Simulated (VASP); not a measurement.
## InSb3: single point with PBEsol+D3(BJ)

The system is InSb3.

```xyz
4
Lattice="0.0000 3.7946 3.7946 3.7946 0.0000 3.7946 3.7946 3.7946 0.0000" Properties=species:S:1:pos:R:3 pbc="T T T"
In    0.0000    0.0000    0.0000
Sb    1.8973    1.8973    1.8973
Sb    5.6918    5.6918    5.6918
Sb    3.7946    3.7946    3.7946
```

| Property | Result |
| --- | --- |
| Program | VASP 6.6.1 |
| Task | single point |
| Functional | PBEsol |
| Dispersion | D3(BJ) |
| Potentials or basis | VASP PAW PBE potentials, release 64 (In_d, Sb) |
| Cutoff | 500 eV |
| k mesh | 10 × 10 × 10 |
| Occupations | gaussian, width 0.1 eV |
| Spin | no spin polarisation |
| Dipole correction | no |
| Further INCAR settings | ALGO = Normal; EDIFF = 1e-06; NBANDS = 22 |

```json
{
 "Pressure": "-5.9 GPa",
 "Band gap on the k mesh": "zero (bands 14 and 15 overlap by 3.46 eV)",
 "Dispersion energy per atom": "-0.457 eV"
}
```

Levels at points of the mesh, in eV from the Fermi level:
```csv
k point,band 12,band 13,band 14,band 15,band 16,band 17
"(0.00, 0.00, 0.00)",-2.35,-2.35,-2.35,-2.33,-0.68,-0.68
"(0.50, 0.00, 0.00)",-2.59,-2.59,-0.23,-0.07,1.95,1.95
"(0.50, 0.50, 0.00)",0.36,0.92,0.92,1.25,1.73,1.84
```

It took 32 s on 1 thread of Intel(R) Xeon(R) 6975P-C (Granite Rapids) (shared host), peak memory 0.3 GiB.

Caveat: the cell stands under tension; the PAW data sets were made with another functional, which shifts forces and pressure a little; spin-orbit coupling is left out, which moves the levels of the heavy elements.
